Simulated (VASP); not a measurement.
# InSb (Fm-3m) in VASP: notebook

The runs below take InSb through single point, with PBEsol.

Everything below comes from runs of VASP 6.6.1. Logs are shortened: lines on timing, memory, paths and dates and some standing lists are left out, and cuts for length are marked.

**1. The cell of the first run**

It takes space group Fm-3m (No. 225, cubic). The conventional cell has a = 5.872 Å, b = 5.872 Å, c = 5.872 Å, α = 90.00°, β = 90.00°, γ = 90.00°. Within 3.9 Å of In (site symmetry m-3m) lie 6 Sb at 2.94 Å. Within 3.9 Å of Sb (site symmetry m-3m) lie 6 In at 2.94 Å.

**2. Single point, PBEsol (25.30 Å³/atom)**

File INCAR:

```
ALGO = Normal
EDIFF = 1E-6
ENCUT = 520
GGA = PS
ISIF = 2
ISMEAR = 0
LASPH = True
LCHARG = False
LREAL = False
LWAVE = False
NBANDS = 16
NELM = 60
PREC = Accurate
SIGMA = 0.15
```

File KPOINTS:

```
k-points
0
Gamma
  14 14 14
```

File POSCAR:

```
InSb
1.0
    0.0000000000      2.9358607120      2.9358607120
    2.9358607120      0.0000000000      2.9358607120
    2.9358607120      2.9358607120      0.0000000000
In Sb
1 1
Direct
    0.0000000000      0.0000000000      0.0000000000
    0.5000000000      0.5000000000      0.5000000000
```

Potentials or basis: VASP PAW PBE potentials, release 64 (In_d, Sb).

The run is started by

```sh
cat potpaw_PBE.64/In_d/POTCAR potpaw_PBE.64/Sb/POTCAR > POTCAR
mpirun -np 1 vasp_std > vasp.out
```

OUTCAR:

```text
EDIFF = 1E-6
   ENCUT = 520
   GGA = PS
   ISIF = 2
   ISMEAR = 0
   LASPH = True
   LREAL = False
   NELM = 60
   PREC = Accurate

 ion  position               nearest neighbor table
   1  0.000  0.000  0.000-   2 2.94   2 2.94   2 2.94   2 2.94   2 2.94   2 2.94
   2  0.500  0.500  0.500-   1 2.94   1 2.94   1 2.94   1 2.94   1 2.94   1 2.94

  LATTYP: Found a face centered cubic cell.
 ALAT       =     5.8717214240

  Lattice vectors:

 A1 = (   0.0000000000,   2.9358607120,   2.9358607120)
 A2 = (   2.9358607120,   0.0000000000,   2.9358607120)
 A3 = (   2.9358607120,   2.9358607120,   0.0000000000)

Analysis of symmetry for initial positions (statically):
=====================================================================
 Subroutine PRICEL returns:
 Original cell was already a primitive cell.

 Routine SETGRP: Setting up the symmetry group for a
 face centered cubic supercell.

 Subroutine GETGRP returns: Found 48 space group operations
 (whereof 48 operations were pure point group operations)
 out of a pool of 48 trial point group operations.

The static configuration has the point symmetry O_h .

Analysis of symmetry for dynamics (positions and initial velocities):
=====================================================================
 Subroutine PRICEL returns:
 Original cell was already a primitive cell.

 Routine SETGRP: Setting up the symmetry group for a
 face centered cubic supercell.

 Subroutine GETGRP returns: Found 48 space group operations
 (whereof 48 operations were pure point group operations)
 out of a pool of 48 trial point group operations.

The dynamic configuration has the point symmetry O_h .

 Subroutine INISYM returns: Found 48 space group operations
 (whereof 48 operations are pure point group operations),
 and found     1 'primitive' translations

----------------------------------------------------------------------------------------

                                     Primitive cell

  volume of cell :      50.6100

  direct lattice vectors                    reciprocal lattice vectors
     0.000000000  2.935860712  2.935860712    -0.170307807  0.170307807  0.170307807
     2.935860712  0.000000000  2.935860712     0.170307807 -0.170307807  0.170307807
     2.935860712  2.935860712  0.000000000     0.170307807  0.170307807 -0.170307807

  length of vectors
     4.151934036  4.151934036  4.151934036     0.294981775  0.294981775  0.294981775

  position of ions in fractional coordinates (direct lattice)
     0.000000000  0.000000000  0.000000000
     0.500000000  0.500000000  0.500000000

  ion indices of the primitive-cell ions
   primitive index   ion index
                 1           1
                 2           2

----------------------------------------------------------------------------------------

 KPOINTS: k-points

Automatic generation of k-mesh.
 Grid dimensions read from file:
 generate k-points for:   14   14   14

 Generating k-lattice:

  Cartesian coordinates                     Fractional coordinates (reciprocal lattice)
    -0.012164843  0.012164843  0.012164843     0.071428571  0.000000000  0.000000000
     0.012164843 -0.012164843  0.012164843     0.000000000  0.071428571  0.000000000
     0.012164843  0.012164843 -0.012164843     0.000000000  0.000000000  0.071428571

  Length of vectors
     0.021070127  0.021070127  0.021070127

  Shift w.r.t. Gamma in fractional coordinates (k-lattice)
     0.000000000  0.000000000  0.000000000

 Subroutine IBZKPT returns following result:
 ===========================================

 Found    104 irreducible k-points:

 Following reciprocal coordinates:
            Coordinates               Weight
  0.000000  0.000000  0.000000      1.000000
  0.071429  0.000000  0.000000      8.000000
  0.142857  0.000000  0.000000      8.000000
  0.214286  0.000000  0.000000      8.000000
  0.285714  0.000000  0.000000      8.000000
  0.357143  0.000000  0.000000      8.000000
[... 16 lines left out ...]
  0.214286  0.142857  0.000000     24.000000
  0.285714  0.142857  0.000000     24.000000
 [... further k-points ...]
   k-points           NKPTS =    104   k-points in BZ     NKDIM =    104   number of bands    NBANDS=     16
   number of dos      NEDOS =    301   number of ions     NIONS =      2
   total plane-waves  NPLWV =  32768
   dimension x,y,z NGX =    32 NGY =   32 NGZ =   32
   dimension x,y,z NGXF=    64 NGYF=   64 NGZF=   64
   ions per type =               1   1
   NGX,Y,Z   is equivalent  to a cutoff of  12.81, 12.81, 12.81 a.u.
   NGXF,Y,Z  is equivalent  to a cutoff of  25.63, 25.63, 25.63 a.u.
 SYSTEM =  unknown system
   PREC   = accura    normal or accurate (medium, high low for compatibility)
   ISTART =      0    job   : 0-new  1-cont  2-samecut
   ICHARG =      2    charge: 1-file 2-atom 10-const
   ISPIN  =      1    spin polarized calculation?
   LNONCOLLINEAR =      F non collinear calculations
   LSORBIT =      F    spin-orbit coupling
   LASPH  =      T    aspherical Exc in radial PAW
   ENCUT  =  520.0 eV  38.22 Ry    6.18 a.u.   7.72  7.72  7.72*2*pi/ulx,y,z
   NELM   =     60;   NELMIN=  2; NELMDL= -5     # of ELM steps
   EDIFF  = 0.1E-05   stopping-criterion for ELM
   LREAL  =      F    real-space projection
   EDIFFG = 0.1E-04   stopping-criterion for IOM
   NSW    =      0    number of steps for IOM
   IBRION =     -1    ionic relax: 0-MD 1-quasi-New 2-CG
   NFREE  =      0    steps in history (QN), initial steepest desc. (CG)
   ISIF   =      2    stress and relaxation
   ISYM   =      2    0-nonsym 1-usesym 2-fastsym
   POTIM  = 0.5000    time-step for ionic-motion
   TEBEG  =    0.0;   TEEND  =   0.0 temperature during run
   PSTRESS=    0.0 pullay stress
   NELECT =      18.0000    total number of electrons
   NUPDOWN=      -1.0000    fix difference up-down
   EMIN   =  10.00;   EMAX   =-10.00  energy-range for DOS
   EFERMI =   0.00;   METHOD = LEGACY
   ISMEAR =     0;   SIGMA  =   0.15  broadening in eV -4-tet -1-fermi 0-gaus
   EFERMI_NEDOS =   21; number of points for ismear=-14 and -15
   IALGO  =     38    algorithm
   IMIX   =      4    mixing-type and parameters
     AMIX     =   0.40;   BMIX     =  1.00
     AMIX_MAG =   1.60;   BMIX_MAG =  1.00
  volume/ion in A,a.u.               =      25.30       170.77
  Fermi-wavevector in a.u.,A,eV,Ry     =   1.159899  2.191892 18.304815  1.345366
  Thomas-Fermi vector in A             =   2.296487
   LORBIT       =      0    0 simple, 1 ext, 2 COOP (PROOUT), +10 PAW based schemes
   GGA     = PS    functional components
   LHFCALC =     F    Hartree Fock is set to
   AEXX    =    0.0000 exact exchange contribution
   IVDW    =     0    specifies the selected vdW correction
   LEPSILON=     F    determine dielectric tensor
   LRPA    =     F    only Hartree local field effects (RPA)
 non-spin polarized calculation
 Gauss-broadening in eV      SIGMA  =   0.15
  energy-cutoff  :      520.00
  volume of cell :       50.61
 maximum number of plane-waves:      1381
   NGX = 15   NGY = 15   NGZ = 15

 number of electron      18.0000006 magnetization

 Free energy of the ion-electron system (eV)
  ---------------------------------------------------
  ext. energy  EPLUGINS =         0.00000000
  ---------------------------------------------------
  free energy    TOTEN  =        -7.46428301 eV

  energy without entropy =       -7.44781784  energy(sigma->0) =       -7.45605043

 E-fermi :   8.1298     XC(G=0): -10.4770

 val. band max:        8.1190994033   @ k =  -0.2857   0.2143   0.0000
 cond. band min:       8.1317981619   @ k =   0.2143   0.0000   0.0000
 fundamental gap:      0.0126987586
 Fermi energy:         8.1298267518

 k-point     1 :       0.0000    0.0000    0.0000
  band No.  band energies     occupation
      1      -6.4021      2.00000
      2      -6.4021      2.00000
      3      -6.3625      2.00000
      4      -6.3625      2.00000
      5      -6.3625      2.00000
      6      -3.7710      2.00000
[... 8 lines left out ...]
     15      14.6031      0.00000
     16      14.6031      0.00000

 k-point     2 :       0.0714    0.0000    0.0000
  band No.  band energies     occupation
      1      -6.4045      2.00000
      2      -6.4045      2.00000
      3      -6.3627      2.00000
      4      -6.3608      2.00000
      5      -6.3608      2.00000
      6      -3.7078      2.00000
[... 8 lines left out ...]
     15      14.5803      0.00000
     16      14.5803      0.00000

 k-point     3 :       0.1429    0.0000    0.0000
  band No.  band energies     occupation
      1      -6.4116      2.00000
      2      -6.4116      2.00000
      3      -6.3634      2.00000
      4      -6.3553      2.00000
      5      -6.3553      2.00000
      6      -3.5190      2.00000
[... 8 lines left out ...]
     15      14.9172      0.00000
     16      14.9172      0.00000

 k-point     4 :       0.2143    0.0000    0.0000
  band No.  band energies     occupation
      1      -6.4227      2.00000
      2      -6.4227      2.00000
      3      -6.3649      2.00000
      4      -6.3464      2.00000
      5      -6.3464      2.00000
      6      -3.2089      2.00000
[... 8 lines left out ...]
     15      15.4838      0.00000
     16      15.4838      0.00000

 k-point     5 :       0.2857    0.0000    0.0000
  band No.  band energies     occupation
      1      -6.4354      2.00000
      2      -6.4354      2.00000
      3      -6.3671      2.00000
      4      -6.3361      2.00000
      5      -6.3361      2.00000
      6      -2.7887      2.00000
[... 8 lines left out ...]
     15      16.2436      0.00000
     16      16.2436      0.00000

 k-point     6 :       0.3571    0.0000    0.0000
  band No.  band energies     occupation
      1      -6.4471      2.00000
      2      -6.4471      2.00000
      3      -6.3694      2.00000
      4      -6.3265      2.00000
      5      -6.3265      2.00000
      6      -2.2879      2.00000
[... 8 lines left out ...]
     15      17.1673      0.00000
     16      17.1673      0.00000

 k-point     7 :       0.4286    0.0000    0.0000
  band No.  band energies     occupation
      1      -6.4552      2.00000
      2      -6.4552      2.00000
      3      -6.3712      2.00000
      4      -6.3199      2.00000
      5      -6.3199      2.00000
      6      -1.7927      2.00000
[... 8 lines left out ...]
     15      18.2089      0.00000
     16      18.2089      0.00000

 k-point     8 :       0.5000    0.0000    0.0000
  band No.  band energies     occupation
      1      -6.4582      2.00000
      2      -6.4582      2.00000
      3      -6.3718      2.00000
      4      -6.3175      2.00000
      5      -6.3175      2.00000
      6      -1.5480      2.00000
[... 8 lines left out ...]
     15      19.0075      0.00000
     16      19.0075      0.00000

 k-point     9 :       0.0714    0.0714    0.0000
  band No.  band energies     occupation
      1      -6.4099      2.00000
      2      -6.4007      2.00000
      3      -6.3642      2.00000
      4      -6.3596      2.00000
      5      -6.3596      2.00000
      6      -3.6862      2.00000
[... 8 lines left out ...]
     15      15.0606      0.00000
     16      15.0606      0.00000
[... 172 lines left out ...]
 k-point    19 :      -0.2143    0.0714    0.0000
  band No.  band energies     occupation
      1      -6.4341      2.00000
      2      -6.4239      2.00000
      3      -6.3651      2.00000
      4      -6.3450      2.00000
      5      -6.3398      2.00000
      6      -3.0219      2.00000
[... 8 lines left out ...]
     15      15.2832      0.00000
     16      16.7546      0.00000

 k-point    20 :      -0.1429    0.0714    0.0000
  band No.  band energies     occupation
      1      -6.4223      2.00000
      2      -6.4119      2.00000
      3      -6.3641      2.00000
      4      -6.3534      2.00000
      5      -6.3490      2.00000
      6      -3.3714      2.00000
[... 8 lines left out ...]
     15      14.8423      0.00000
     16      15.9123      0.00000

 k-point    21 :      -0.0714    0.0714    0.0000
  band No.  band energies     occupation
      1      -6.4120      2.00000
      2      -6.4050      2.00000
      3      -6.3635      2.00000
      4      -6.3588      2.00000
      5      -6.3564      2.00000
      6      -3.6021      2.00000
[... 8 lines left out ...]
     15      14.8911      0.00000
     16      15.1897      0.00000

 k-point    22 :       0.1429    0.1429    0.0000
  band No.  band energies     occupation
      1      -6.4343      2.00000
      2      -6.3966      2.00000
      3      -6.3688      2.00000
      4      -6.3510      2.00000
      5      -6.3510      2.00000
      6      -3.4281      2.00000
[... 8 lines left out ...]
     15      16.0059      0.00000
     16      16.0059      0.00000

 k-point    23 :       0.2143    0.1429    0.0000
  band No.  band energies     occupation
      1      -6.4518      2.00000
      2      -6.3978      2.00000
      3      -6.3708      2.00000
      4      -6.3452      2.00000
      5      -6.3433      2.00000
      6      -3.1929      2.00000
[... 8 lines left out ...]
     15      16.3921      0.00000
     16      16.5024      0.00000

 k-point    24 :       0.2857    0.1429    0.0000
  band No.  band energies     occupation
      1      -6.4686      2.00000
      2      -6.4055      2.00000
      3      -6.3709      2.00000
      4      -6.3395      2.00000
      5      -6.3329      2.00000
      6      -2.8399      2.00000
[... 8 lines left out ...]
     15      16.9299      0.00000
     16      17.1556      0.00000

 [... further k-points ...]

------------------------ aborting loop because EDIFF is reached ----------------------------------------

  FORCE on cell =-STRESS in cart. coord.  units (eV):
  Direction    XX          YY          ZZ          XY          YZ          ZX
  --------------------------------------------------------------------------------------
  -------------------------------------------------------------------------------------
  Total        1.8358052      1.8358052      1.8358052      0.0000000      0.0000000     -0.0000000
  in kB       58.1166853     58.1166853     58.1166853      0.0000000      0.0000000     -0.0000000
  external PRESSURE =      58.1166853 kB  Pullay stress =       0.0000000 kB

 VOLUME and BASIS-vectors are now :
 -----------------------------------------------------------------------------
  energy-cutoff  :      520.00
  volume of cell :       50.61
      direct lattice vectors                 reciprocal lattice vectors
     0.000000000  2.935860712  2.935860712    -0.170307807  0.170307807  0.170307807
     2.935860712  0.000000000  2.935860712     0.170307807 -0.170307807  0.170307807
     2.935860712  2.935860712  0.000000000     0.170307807  0.170307807 -0.170307807

 POSITION                                       TOTAL-FORCE (eV/Angst)
 -----------------------------------------------------------------------------------
      0.00000      0.00000      0.00000         0.000000     -0.000000      0.000000
      2.93586      2.93586      2.93586        -0.000000      0.000000     -0.000000
 -----------------------------------------------------------------------------------
    total drift:                                0.000000     -0.000000     -0.000000

  FREE ENERGIE OF THE ION-ELECTRON SYSTEM (eV)
  ---------------------------------------------------
  free  energy   TOTEN  =        -7.4642830078 eV

  energy  without entropy=       -7.4478178441  energy(sigma->0) =       -7.45605043
```

Run time: 21 s. Hardware: 1 thread of Intel Xeon 6975P-C (Granite Rapids), shared host; peak memory 0.23 GiB.

Results:

```yaml
Free_energy: -7.4643 eV
Pressure: 5.8 GPa
Band_gap_on_the_k_mesh: zero (bands 9 and 10 overlap by 3.24 eV)
```

Caveat: the cell stands under pressure; the PAW data sets were made with another functional, which shifts forces and pressure a little; spin-orbit coupling is left out, which moves the levels of the heavy elements.

**3. Single point, PBEsol (26.04 Å³/atom)**

This run uses another cell than the first one, of 26.04 Å³/atom.

File INCAR:

```
PREC = Accurate ; ENCUT = 520
EDIFF = 1E-6 ; ISMEAR = 0
SIGMA = 0.15 ; LREAL = F
LASPH = T ; NELM = 60
ALGO = Normal ; ISIF = 2
LWAVE = F ; LCHARG = F
GGA = PS ; NBANDS = 16
```

File KPOINTS:

```
regular mesh
0
Gamma
  14 14 14
```

File POSCAR:

```
InSb
1.0
    0.0000000000      2.9639765764      2.9639765764
    2.9639765764      0.0000000000      2.9639765764
    2.9639765764      2.9639765764      0.0000000000
In Sb
1 1
Direct
    0.0000000000      0.0000000000      0.0000000000
    0.5000000000      0.5000000000      0.5000000000
```

Potentials or basis: VASP PAW PBE potentials, release 64 (In_d, Sb).

The run is started by

```sh
cat potpaw_PBE.64/In_d/POTCAR potpaw_PBE.64/Sb/POTCAR > POTCAR
mpirun -np 1 vasp_std > vasp.out
```

Run time: 23 s. Hardware: 1 thread of Intel Xeon 6975P-C (Granite Rapids), shared host; peak memory 0.23 GiB.

It converged, with:

| Item | Value |
| --- | --- |
| Free energy | -7.5070 eV |
| Pressure | 3.6 GPa |
| Band gap on the k mesh | zero (bands 9 and 10 overlap by 3.12 eV) |

Levels at points of the mesh, in eV from the Fermi level:
```
           k point  band 5  band 6  band 7  band 8  band 9  band 10  band 11  band 12  band 13  band 14
(0.00, 0.00, 0.00)  -14.44  -11.68   -0.07   -0.07   -0.07     0.27     6.23     6.23     6.23     6.38
(0.50, 0.00, 0.00)  -14.40   -9.55   -6.96    0.39    0.39     2.26     2.44     2.44     3.65    10.58
(0.50, 0.50, 0.00)  -14.37   -8.63   -5.04   -3.30   -2.44    -2.44     3.01     8.96     8.96    10.97
```

Caveat: the cell stands under pressure; the PAW data sets were made with another functional, which shifts forces and pressure a little; spin-orbit coupling is left out, which moves the levels of the heavy elements.

(Part 1 of 2 ends here.)
